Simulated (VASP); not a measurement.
# Li2B (P-6m2) in VASP: notebook

Li2B is run at these levels: PBE; tasks: single point.

Everything below comes from runs of VASP 6.6.1. Logs are shortened: lines on timing, memory, paths and dates and some standing lists are left out, and cuts for length are marked.

## Step 1: The cell of the first run

Symmetry: P-6m2, No. 187, hexagonal system. Conventional cell: a = 2.573 Å, b = 2.573 Å, c = 6.199 Å, α = 90.00°, β = 90.00°, γ = 120.00°. Li (site symmetry 3m) has 3 B at 2.29 Å and 7 Li at 2.57 to 2.72 Å within 3.0 Å. B (site symmetry -6m2) has 6 Li at 2.29 Å and 6 B at 2.57 Å within 3.0 Å.

## Step 2: Single point, PBE

INCAR

```
SYSTEM = Li2B
  ALGO = Normal
  EDIFF = 1E-6
  ENCUT = 520
  GGA = PE
  ISIF = 2
  ISMEAR = 0
  LASPH = .TRUE.
  LCHARG = .TRUE.
  LELF = .TRUE.
  LREAL = .FALSE.
  LVHAR = .TRUE.
  LWAVE = .FALSE.
  NBANDS = 12
  NELM = 100
  PREC = Accurate
  SIGMA = 0.1
```

KPOINTS

```
k-points
0
G
  6 6 4
  0 0 0
```

POSCAR

```
Li2B
1.0
    2.5727875030      0.0000000000      0.0000000000
   -1.2863937515      2.2280993362      0.0000000000
    0.0000000000      0.0000000000      6.1990991586
Li B
2 1
Direct
    0.6666666667      0.3333333333      0.7197432748
    0.6666666667      0.3333333333      0.2802567252
    0.3333333333      0.6666666667      0.0000000000
```

Potentials or basis: VASP PAW PBE potentials, release 64 (Li_sv, B).

Command:

```bash
> cat potpaw_PBE.64/Li_sv/POTCAR potpaw_PBE.64/B/POTCAR > POTCAR
> mpirun -np 1 vasp_std > vasp.out
```

OUTCAR:

```text
SYSTEM = Li2B
   EDIFF = 1E-6
   ENCUT = 520
   GGA = PE
   ISIF = 2
   ISMEAR = 0
   LASPH = .TRUE.
   LREAL = .FALSE.
   NELM = 100
   PREC = Accurate

 ion  position               nearest neighbor table
   1  0.667  0.333  0.720-   3 2.29   3 2.29   3 2.29
   2  0.667  0.333  0.280-   3 2.29   3 2.29   3 2.29
   3  0.333  0.667  0.000-   1 2.29   2 2.29   1 2.29   2 2.29   1 2.29   2 2.29

  LATTYP: Found a hexagonal cell.
 ALAT       =     2.5727875030
 C/A-ratio  =     2.4094874339

  Lattice vectors:

 A1 = (   2.5727875030,   0.0000000000,   0.0000000000)
 A2 = (  -1.2863937515,   2.2280993362,   0.0000000000)
 A3 = (   0.0000000000,   0.0000000000,   6.1990991586)

Analysis of symmetry for initial positions (statically):
=====================================================================
 Subroutine PRICEL returns:
 Original cell was already a primitive cell.

 Routine SETGRP: Setting up the symmetry group for a
 hexagonal supercell.

 Subroutine GETGRP returns: Found 12 space group operations
 (whereof 12 operations were pure point group operations)
 out of a pool of 24 trial point group operations.

The static configuration has the point symmetry D_3h.

Analysis of symmetry for dynamics (positions and initial velocities):
=====================================================================
 Subroutine PRICEL returns:
 Original cell was already a primitive cell.

 Routine SETGRP: Setting up the symmetry group for a
 hexagonal supercell.

 Subroutine GETGRP returns: Found 12 space group operations
 (whereof 12 operations were pure point group operations)
 out of a pool of 24 trial point group operations.

The dynamic configuration has the point symmetry D_3h.

 Subroutine INISYM returns: Found 12 space group operations
 (whereof 12 operations are pure point group operations),
 and found     1 'primitive' translations

----------------------------------------------------------------------------------------

                                     Primitive cell

  volume of cell :      35.5359

  direct lattice vectors                    reciprocal lattice vectors
     2.572787503  0.000000000  0.000000000     0.388683480  0.224406512  0.000000000
    -1.286393751  2.228099336  0.000000000     0.000000000  0.448813024  0.000000000
     0.000000000  0.000000000  6.199099159     0.000000000  0.000000000  0.161313761

  length of vectors
     2.572787503  2.572787503  6.199099159     0.448813024  0.448813024  0.161313761

  position of ions in fractional coordinates (direct lattice)
     0.666666667  0.333333333  0.719743275
     0.666666667  0.333333333  0.280256725
     0.333333333  0.666666667  0.000000000

  ion indices of the primitive-cell ions
   primitive index   ion index
                 1           1
                 2           2
                 3           3

----------------------------------------------------------------------------------------

 KPOINTS: k-points

Automatic generation of k-mesh.
 Grid dimensions read from file:
 generate k-points for:    6    6    4

 Generating k-lattice:

  Cartesian coordinates                     Fractional coordinates (reciprocal lattice)
     0.064780580  0.037401085  0.000000000     0.166666667  0.000000000  0.000000000
     0.000000000  0.074802171  0.000000000     0.000000000  0.166666667  0.000000000
     0.000000000  0.000000000  0.040328440     0.000000000  0.000000000  0.250000000

  Length of vectors
     0.074802171  0.074802171  0.040328440

  Shift w.r.t. Gamma in fractional coordinates (k-lattice)
     0.000000000  0.000000000  0.000000000

 Subroutine IBZKPT returns following result:
 ===========================================

 Found     21 irreducible k-points:

 Following reciprocal coordinates:
            Coordinates               Weight
  0.000000  0.000000  0.000000      1.000000
  0.166667  0.000000  0.000000      6.000000
  0.333333  0.000000  0.000000      6.000000
  0.500000  0.000000  0.000000      3.000000
  0.166667  0.166667  0.000000      6.000000
  0.333333  0.166667  0.000000     12.000000
[... 13 lines left out ...]
  0.333333  0.166667  0.500000     12.000000
  0.333333  0.333333  0.500000      2.000000
   k-points           NKPTS =     21   k-points in BZ     NKDIM =     21   number of bands    NBANDS=     12
   number of dos      NEDOS =    301   number of ions     NIONS =      3
   total plane-waves  NPLWV =  19200
   dimension x,y,z NGX =    20 NGY =   20 NGZ =   48
   dimension x,y,z NGXF=    40 NGYF=   40 NGZF=   96
   ions per type =               2   1
   NGX,Y,Z   is equivalent  to a cutoff of  12.92, 12.92, 12.87 a.u.
   NGXF,Y,Z  is equivalent  to a cutoff of  25.85, 25.85, 25.75 a.u.
 SYSTEM =  Li2B
   PREC   = accura    normal or accurate (medium, high low for compatibility)
   ISTART =      0    job   : 0-new  1-cont  2-samecut
   ICHARG =      2    charge: 1-file 2-atom 10-const
   ISPIN  =      1    spin polarized calculation?
   LNONCOLLINEAR =      F non collinear calculations
   LSORBIT =      F    spin-orbit coupling
   LASPH  =      T    aspherical Exc in radial PAW
   ENCUT  =  520.0 eV  38.22 Ry    6.18 a.u.   4.78  4.78 11.53*2*pi/ulx,y,z
   NELM   =    100;   NELMIN=  2; NELMDL= -5     # of ELM steps
   EDIFF  = 0.1E-05   stopping-criterion for ELM
   LREAL  =      F    real-space projection
   EDIFFG = 0.1E-04   stopping-criterion for IOM
   NSW    =      0    number of steps for IOM
   IBRION =     -1    ionic relax: 0-MD 1-quasi-New 2-CG
   NFREE  =      0    steps in history (QN), initial steepest desc. (CG)
   ISIF   =      2    stress and relaxation
   ISYM   =      2    0-nonsym 1-usesym 2-fastsym
   POTIM  = 0.5000    time-step for ionic-motion
   TEBEG  =    0.0;   TEEND  =   0.0 temperature during run
   PSTRESS=    0.0 pullay stress
   NELECT =       9.0000    total number of electrons
   NUPDOWN=      -1.0000    fix difference up-down
   EMIN   =  10.00;   EMAX   =-10.00  energy-range for DOS
   EFERMI =   0.00;   METHOD = LEGACY
   ISMEAR =     0;   SIGMA  =   0.10  broadening in eV -4-tet -1-fermi 0-gaus
   EFERMI_NEDOS =   21; number of points for ismear=-14 and -15
   IALGO  =     38    algorithm
   IMIX   =      4    mixing-type and parameters
     AMIX     =   0.40;   BMIX     =  1.00
     AMIX_MAG =   1.60;   BMIX_MAG =  1.00
  volume/ion in A,a.u.               =      11.85        79.94
  Fermi-wavevector in a.u.,A,eV,Ry     =   1.035778  1.957336 14.596819  1.072836
  Thomas-Fermi vector in A             =   2.170137
   LORBIT       =      0    0 simple, 1 ext, 2 COOP (PROOUT), +10 PAW based schemes
   GGA     = PE    functional components
   LHFCALC =     F    Hartree Fock is set to
   AEXX    =    0.0000 exact exchange contribution
   IVDW    =     0    specifies the selected vdW correction
   LEPSILON=     F    determine dielectric tensor
   LRPA    =     F    only Hartree local field effects (RPA)
 non-spin polarized calculation
 Gauss-broadening in eV      SIGMA  =   0.10
  energy-cutoff  :      520.00
  volume of cell :       35.54
 maximum number of plane-waves:       972
 NGX is ok and might be reduce to    20
   NGX =  9   NGY =  9   NGZ = 23

 number of electron       9.0000007 magnetization

 Free energy of the ion-electron system (eV)
  ---------------------------------------------------
  ext. energy  EPLUGINS =         0.00000000
  ---------------------------------------------------
  free energy    TOTEN  =        -8.42110028 eV

  energy without entropy =       -8.40847507  energy(sigma->0) =       -8.41478767

 E-fermi :   2.1139     XC(G=0):  -8.9174

 val. band max:        2.1051856702   @ k =   0.5000   0.0000   0.2500
 cond. band min:       2.1493296109   @ k =   0.3333   0.1667   0.2500
 fundamental gap:      0.0441439407
 Fermi energy:         2.1139158663

 k-point     1 :       0.0000    0.0000    0.0000
  band No.  band energies     occupation
      1     -43.1677      2.00000
      2     -43.1538      2.00000
      3      -6.9064      2.00000
      4      -0.6251      2.00000
      5      -0.2082      2.00000
      6       8.2471      0.00000
      7      10.7634      0.00000
      8      10.7634      0.00000
      9      11.2060      0.00000
     10      19.8006      0.00000
     11      20.8471      0.00000
     12      20.8471      0.00000

 k-point     2 :       0.1667    0.0000    0.0000
  band No.  band energies     occupation
      1     -43.1474      2.00000
      2     -43.1341      2.00000
      3      -6.2443      2.00000
      4      -0.1057      2.00000
      5       0.4510      2.00000
      6       8.2396      0.00000
      7       8.6416      0.00000
      8       9.8569      0.00000
      9      11.5335      0.00000
     10      17.2721      0.00000
     11      18.0585      0.00000
     12      19.8741      0.00000

 k-point     3 :       0.3333    0.0000    0.0000
  band No.  band energies     occupation
      1     -43.1068      2.00000
      2     -43.0947      2.00000
      3      -4.2705      2.00000
      4       1.3021      2.00000
      5       2.0731      1.43643
      6       3.9665      0.00000
      7       8.4872      0.00000
      8       9.2309      0.00000
      9      10.4991      0.00000
     10      13.1484      0.00000
     11      14.5320      0.00000
     12      17.9810      0.00000
[... 241 lines left out ...]
 k-point    20 :       0.3333    0.1667    0.5000
  band No.  band energies     occupation
      1     -43.0855      2.00000
      2     -43.0759      2.00000
      3      -2.2889      2.00000
      4       1.5646      2.00000
      5       1.8560      1.99973
      6       5.3038      0.00000
      7       5.8567      0.00000
      8       8.3865      0.00000
      9       8.6401      0.00000
     10      11.8251      0.00000
     11      13.4894      0.00000
     12      14.1130      0.00000

 k-point    21 :       0.3333    0.3333    0.5000
  band No.  band energies     occupation
      1     -43.0754      2.00000
      2     -43.0660      2.00000
      3       0.2686      2.00000
      4       1.2490      2.00000
      5       1.5118      2.00000
      6       3.1379      0.00000
      7       5.7675      0.00000
      8       9.3182      0.00000
      9       9.9426      0.00000
     10      10.3426      0.00000
     11      10.7828      0.00000
     12      13.6114      0.00000

------------------------ aborting loop because EDIFF is reached ----------------------------------------

  FORCE on cell =-STRESS in cart. coord.  units (eV):
  Direction    XX          YY          ZZ          XY          YZ          ZX
  --------------------------------------------------------------------------------------
  -------------------------------------------------------------------------------------
  Total       -0.0296676     -0.0296676     -0.0404805      0.0000000     -0.0000000      0.0000000
  in kB       -1.3376007     -1.3376007     -1.8251121      0.0000000     -0.0000000      0.0000000
  external PRESSURE =      -1.5001045 kB  Pullay stress =       0.0000000 kB

 VOLUME and BASIS-vectors are now :
 -----------------------------------------------------------------------------
  energy-cutoff  :      520.00
  volume of cell :       35.54
      direct lattice vectors                 reciprocal lattice vectors
     2.572787503  0.000000000  0.000000000     0.388683480  0.224406512  0.000000000
    -1.286393751  2.228099336  0.000000000     0.000000000  0.448813024  0.000000000
     0.000000000  0.000000000  6.199099159     0.000000000  0.000000000  0.161313761

 POSITION                                       TOTAL-FORCE (eV/Angst)
 -----------------------------------------------------------------------------------
      1.28639      0.74270      4.46176         0.000000      0.000000      0.012478
      1.28639      0.74270      1.73734         0.000000      0.000000     -0.012478
     -0.00000      1.48540      0.00000        -0.000000      0.000000      0.000000
 -----------------------------------------------------------------------------------
    total drift:                                0.000000     -0.000000      0.000000

  FREE ENERGIE OF THE ION-ELECTRON SYSTEM (eV)
  ---------------------------------------------------
  free  energy   TOTEN  =        -8.4211002752 eV

  energy  without entropy=       -8.4084750697  energy(sigma->0) =       -8.41478767
```

Run time: 5.7 s. Hardware: 1 thread of Intel Xeon Platinum 8375C at 2.90GHz (Ice Lake), shared host; peak memory 0.14 GiB.

Results:

```yaml
Free_energy: -8.4211 eV
Largest_force: 0.012 eV/Å
```

Forces on the atoms (eV/Å):
```
Li   0.000  0.000  0.012
Li   0.000  0.000 -0.012
B    0.000  0.000  0.000
```

Caveat: the k points lie up to 0.47 Å⁻¹ apart; the cutoff is under 1.25 times the usual one of these potentials, so pressure, stress and relaxed cells hold a basis-set (Pulay) error.

## Step 3: Single point, PBE

This run uses another cell than the first one, of 11.18 Å³/atom, 0.944 times its volume.

INCAR

```
SYSTEM = Li2B
PREC = Accurate
ENCUT = 520
EDIFF = 1E-6
ISMEAR = 0
SIGMA = 0.1
LREAL = .FALSE.
LASPH = .TRUE.
NELM = 60
ALGO = Normal
ISIF = 2
LWAVE = .FALSE.
LCHARG = .FALSE.
GGA = PE
NBANDS = 12
```

KPOINTS

```
Automatic mesh
0
G
  12 12 2
  0 0 0
```

POSCAR

```
Li2B
1.0
    2.4788645717      0.0000000035      0.0000000000
   -1.2394322889      2.1467596899      0.0000000000
    0.0000000000      0.0000000000      6.3022476990
Li B
2 1
Direct
    0.6666666667      0.3333333333      0.7126091470
    0.6666666667      0.3333333333      0.2873908530
    0.3333333333      0.6666666667      0.0000000000
```

Potentials or basis: VASP PAW PBE potentials, release 64 (Li_sv, B).

Command:

```bash
> cat potpaw_PBE.64/Li_sv/POTCAR potpaw_PBE.64/B/POTCAR > POTCAR
> mpirun -np 1 vasp_std > vasp.out
```

It took 8.1 s on 1 thread of Intel Xeon Platinum 8375C at 2.90GHz (Ice Lake), shared host; peak memory 0.14 GiB.

Results (log left out):

```yaml
Free_energy: -8.4969 eV
Largest_force: 0.013 eV/Å
```

Forces in eV/Å, atoms in the order of the input:
```
Li   0.000  0.000 -0.013
Li   0.000  0.000  0.013
B    0.000  0.000  0.000
```

Levels at points of the mesh, in eV from the Fermi level:
```csv
k point,band 2,band 3,band 4,band 5,band 6,band 7,band 8,band 9
"(0.00, 0.00, 0.00)",-45.45,-9.89,-3.45,-2.58,5.75,7.95,9.19,9.19
"(0.50, 0.00, 0.00)",-45.33,-3.70,-3.33,0.18,2.82,5.52,5.80,6.10
"(0.00, 0.00, 0.50)",-45.45,-9.88,-3.91,-1.71,3.65,9.19,9.19,12.86
"(0.50, 0.00, 0.50)",-45.33,-3.63,-3.31,-0.41,4.20,5.63,5.72,6.10
```

Caveat: the k points lie up to 0.50 Å⁻¹ apart; the cutoff is under 1.25 times the usual one of these potentials, so pressure, stress and relaxed cells hold a basis-set (Pulay) error.

[end of part 1 of 2]
